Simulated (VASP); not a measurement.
**Ga: relaxation of cell and atoms with PBE**

Crystal: Ga.

```xyz
2
Lattice="2.8628 0.0000 0.0000 -1.4314 2.4793 0.0000 0.0000 0.0000 4.7814" Properties=species:S:1:pos:R:3 pbc="T T T"
Ga    0.0000    1.6528    1.1953
Ga    1.4314    0.8264    3.5860
```

This isn't the form of Ga at room conditions, which is orthorhombic.

```json
{
  "Program": "VASP 6.6.1",
  "Task": "relaxation of cell and atoms",
  "Functional": "PBE",
  "Potentials or basis": "VASP PAW PBE potentials, release 64 (Ga_d)",
  "Cutoff": "600 eV",
  "k mesh": "15 × 15 × 8",
  "Occupations": "fermi-dirac, width 0.05 eV",
  "Spin": "no spin polarisation",
  "Target pressure": "7.4 GPa",
  "Dipole correction": "no",
  "Further INCAR settings": "ALGO = Normal; EDIFF = 1e-07; IBRION = 2; EDIFFG = -0.005; NSW = 32; ISIF = 3"
}
```

The relaxed volume is 16.98 Å³/atom. The relaxed cell is a = 2.864 Å, b = 2.864 Å, c = 4.783 Å, α = 90.00°, β = 90.00°, γ = 120.00° and the space group after relaxing (to 0.1 Å) is P6_3/mmc (No. 194). The energy change on relaxing (the run minimises the enthalpy) is -0.7 meV/atom, the ionic steps are 3 and the pressure after relaxing is 7.4 GPa. The band gap on the k mesh is zero (bands 13 and 14 overlap by 7.92 eV).

Step by step:
| step | energy change (eV) | largest force (eV/Å) | pressure (GPa) | volume (Å³) |
| --- | --- | --- | --- | --- |
| 1 | 0.0000 | 0.0000 | 7.47 | 33.94 |
| 2 | -0.0018 | 0.0000 | 7.35 | 33.97 |
| 3 | -0.0013 | 0.0000 | 7.42 | 33.97 |

Final structure:
```cif
data_structure
_symmetry_space_group_name_H-M 'P 1'
_symmetry_Int_Tables_number 1
_cell_length_a 2.8635
_cell_length_b 2.8635
_cell_length_c 4.7830
_cell_angle_alpha 90.000
_cell_angle_beta 90.000
_cell_angle_gamma 120.000
_cell_volume 33.97
loop_
_atom_site_label
_atom_site_type_symbol
_atom_site_fract_x
_atom_site_fract_y
_atom_site_fract_z
_atom_site_occupancy
Ga1 Ga 0.33333 0.66667 0.25000 1
Ga2 Ga 0.66667 0.33333 0.75000 1
```

Levels at points of the mesh, in eV from the Fermi level:
```tsv
k point	band 11	band 12	band 13	band 14	band 15	band 16
(0.00, 0.00, 0.00)	-11.93	-5.39	-4.64	10.92	10.92	12.92
(0.00, 0.00, 0.50)	-10.22	-10.22	3.42	3.42	12.19	12.19
```

It took 2.3 min on 1 thread of Intel(R) Xeon(R) Platinum 8175M CPU @ 2.50GHz (Skylake/Cascade Lake), with other jobs on the host, peak memory 0.22 GiB.

Caveat: the cell is relaxed towards a set pressure, so the run minimises the enthalpy, not the energy.
